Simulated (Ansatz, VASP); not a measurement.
## GaN: VASP beside Ansatz

Contents of POSCAR:

```
GaN
1.0
    0.0000000000      2.3571272452      2.1247222485
    2.3571272452      0.0000000000      2.1247222485
    2.3571272452      2.3571272452      0.0000000000
Ga N
1 1
Direct
    0.0000000000      0.0000000000      0.0000000000
    0.7500000000      0.7500000000      0.7500000000
```

Contents of INCAR.step1:

```
PREC = Accurate ; ENCUT = 520
EDIFF = 1E-5 ; ISMEAR = 0
SIGMA = 0.01 ; LREAL = F
LASPH = T ; NELM = 60
ALGO = Normal ; ISIF = 2
LWAVE = T ; LCHARG = F
GGA = PE ; NBANDS = 16
```

INCAR.step2

```
PREC = Accurate ; ENCUT = 520
EDIFF = 1E-7 ; ISMEAR = 0
SIGMA = 0.01 ; LREAL = F
LASPH = T ; NELM = 60
ALGO = Normal ; ISIF = 2
LWAVE = F ; LCHARG = F
GGA = PE ; LHFCALC = T
HFSCREEN = 0.2079 ; PRECFOCK = Normal
ISTART = 1 ; NBANDS = 16
```

KPOINTS

```
regular mesh
0
Gamma
  6 6 6
```

Input for Ansatz:

```yaml
crystal:
  lattice:
    - [0.0, 2.3571272452, 2.1247222485]
    - [2.3571272452, 0.0, 2.1247222485]
    - [2.3571272452, 2.3571272452, 0.0]
  atoms:
    - { symbol: Ga, position: [0.0, 0.0, 0.0] }
    - { symbol: "N", position: [0.75, 0.75, 0.75] }
kpoints:
  mp_grid: { grid: [6, 6, 6] }
  band_path:
    path:
      - [0.0, 0.0, 0.0]
      - [-0.5, -0.5, 0.0]
      - [-0.375, -0.375, 0.25]
      - [-0.375, 0.0, 0.375]
      - [0.0, 0.0, 0.5]
      - [-0.5, -0.25, 0.25]
    npoints: 1
hamiltonian:
  xc: hse06
scf:
  occupations: { method: fixed }
  n_extra_bands: 4
output:
  forces: true
  stress: true
  eigenvalues: true
```

Change from the starting cell: epitaxial_xy strain +4.8%.

Alike in both runs: task single point; functional HSE06; k mesh 6 × 6 × 6; no spin polarisation.

```csv
,VASP,Ansatz
version,VASP 6.6.1,Ansatz 0.2.0
potentials or method,"VASP PAW PBE potentials, release 64 (Ga_d, N)","plane waves, PAW"
plane-wave cutoff (eV),520,420
occupations,"gaussian, width 0.01 eV",fixed
valence electrons in the cell,18,18
```

VASP gave:

```
gap on the k mesh at the Fermi level (eV)                     : 2.45
pressure (GPa)                                                : -7.6
traceless stress, the component that is largest in VASP (GPa) : 7.61
```

What did Ansatz give for the same quantities?

gap on the k mesh at the Fermi level (eV): 2.44; pressure (GPa): -7.6; traceless stress, the component that is largest in VASP (GPa): 7.57.

Ansatz's warnings: stress exchange threshold loose, stress scf threshold loose.
